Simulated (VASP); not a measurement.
A run of VASP 6.6.1:

Contents of INCAR:

```
ALGO = Fast
EDIFF = 1E-6
ENCUT = 520
GGA = PE
ISIF = 2
ISMEAR = 0
LASPH = T
LCHARG = F
LREAL = F
LWAVE = F
NBANDS = 18
NELM = 60
PREC = Accurate
SIGMA = 0.15
```

Contents of KPOINTS:

```
k-points
0
Gamma
  20 20 12
```

POSCAR

```
Cu
1.0
   -1.4732621048      1.4732621048      1.3819816208
    1.4732621048     -1.4732621048      1.3819816208
    2.9465242096      2.9465242096      0.0000000000
Cu
2
Direct
    0.0473414960     -0.1638408745      0.0000000000
    0.4526585040      0.6638408745      0.5000000000
```

Potentials or basis: VASP PAW PBE potentials, release 64 (Cu).

The run is started by

```bash
$ cat potpaw_PBE.64/Cu/POTCAR > POTCAR
$ mpirun -np 1 vasp_std > vasp.out
```

Hardware: 1 thread of Oxide Virtual Turin-like Processor (shared host).

Task: How long does it take, and how much memory?

Result: Wall time 13 min on 1 thread of Oxide Virtual Turin-like Processor, with other jobs on the host, peak memory 0.52 GiB. Counts: scf iterations 14, k points 1414.
